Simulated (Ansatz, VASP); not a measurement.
## Two plane-wave programs on Tl

File INCAR:

```
SYSTEM = Tl
  ALGO = Fast
  EDIFF = 1E-7
  ENCUT = 520
  GGA = PE
  ISIF = 2
  ISMEAR = 0
  LASPH = .TRUE.
  LCHARG = .FALSE.
  LREAL = .FALSE.
  LWAVE = .FALSE.
  NBANDS = 20
  NELM = 60
  PREC = Accurate
  SIGMA = 0.15
```

The input KPOINTS:

```
k-points
0
G
  18 18 10
  0 0 0
```

The input POSCAR:

```
Tl
1.0
    3.4559983565      0.0000000000      0.0000000000
   -1.7279991783      2.9929823722      0.0000000000
    0.0000000000      0.0000000000      5.8012500000
Tl
2
Direct
    0.3333333333      0.6666666667      0.2500000000
    0.6666666667      0.3333333333      0.7500000000
```

Input for Ansatz:

```yaml
crystal:
  lattice:
    - [3.4559983565, 0.0, 0.0]
    - [-1.7279991783, 2.9929823722, 0.0]
    - [0.0, 0.0, 5.80125]
  atoms:
    - { symbol: Tl, position: [0.3333333333, 0.6666666667, 0.25] }
    - { symbol: Tl, position: [0.6666666667, 0.3333333333, 0.75] }
basis:
  ecutwfc: 420
kpoints:
  mp_grid: { grid: [18, 18, 10] }
hamiltonian:
  xc: pbe
scf:
  occupations: { method: gaussian, width: 0.15 }
output:
  forces: true
  stress: true
  eigenvalues: true
```

Change from the starting cell: strain +0.000 along x and y, +0.050 along z, atoms carried along.

Alike in both runs: task single point; functional PBE; k mesh 18 × 18 × 10; occupations gaussian, width 0.15 eV; no spin polarisation.

|  | VASP | Ansatz |
| --- | --- | --- |
| version | VASP 6.6.1 | Ansatz 0.2.0 |
| potentials or method | VASP PAW PBE potentials, release 64 (Tl_d), cutoff 520 eV | scalar-relativistic, plane waves, PAW |
| valence electrons in the cell | 26 | 26 |

|  | VASP | Ansatz | Ansatz less VASP |
| --- | --- | --- | --- |
| gap on the k mesh at the Fermi level (eV) | none | none | - |
| pressure (GPa) | 1.3 | 1.3 | +0.05 |
| traceless stress, the component that is largest in VASP (GPa) | -0.98 | -0.97 | +0.005 |

A gap of «none» marks a metal or a gap that the smearing closes.

Neither program's run includes spin-orbit coupling.
